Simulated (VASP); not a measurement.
Here is a VASP 6.6.1 calculation.

POSCAR

```
Pt
1.0
    2.7330589596      0.0000000000      0.0000000000
   -1.3665294798      2.4147146202      0.0000000000
    0.0000000000      0.0000000000      4.7921340000
Pt
2
Direct
    0.6666666667      0.3333333333      0.7500000000
    0.3333333333      0.6666666667      0.2500000000
```

INCAR.step1

```
SYSTEM = Pt
PREC = Accurate
ENCUT = 520
ISMEAR = 0
SIGMA = 0.15
LREAL = .False.
LASPH = .True.
NELM = 100
NBANDS = 17
GGA = PE
ALGO = Normal
EDIFF = 1E-4
LWAVE = .True.
LCHARG = .False.
```

File INCAR.step2:

```
SYSTEM = Pt
PREC = Accurate
ENCUT = 520
EDIFF = 1E-6
ISMEAR = 0
SIGMA = 0.15
LREAL = .False.
LASPH = .True.
NELM = 100
ALGO = Normal
ISIF = 2
LWAVE = .False.
LCHARG = .False.
METAGGA = R2SCAN
LMIXTAU = .True.
NBANDS = 17
ISTART = 1
```

The input KPOINTS:

```
Automatic mesh
0
Gamma
  18 18 10
  0 0 0
```

Potentials or basis: VASP PAW PBE potentials, release 64 (Pt).

Launch:

```console
$ cat potpaw_PBE.64/Pt/POTCAR > POTCAR
$ cp INCAR.step1 INCAR
$ mpirun -np 1 vasp_std > vasp.out
$ cp INCAR.step2 INCAR
$ mpirun -np 1 vasp_std > vasp.out
```

Problem. What does it give for the band gap on the k mesh?

Solution. Zero (band 10 reaches 10.63 eV, above the bottom of band 11 at 9.26 eV).

Problem. Estimate the pressure.

Solution. -5.8 GPa.

Problem. Predict the largest force.

Solution. 0.008 eV/Å.

Forces on the atoms (eV/Å):
```
Pt   0.000 -0.008  0.000
Pt   0.000  0.008  0.000
```

Caveat: the cell differs from its parent crystal (strain -0.0100 x Voigt [1, -1, 0, 0, 0, 0]); the PAW data sets were made with another functional, which shifts forces and pressure a little; spin-orbit coupling is left out, which moves the levels of the heavy elements.
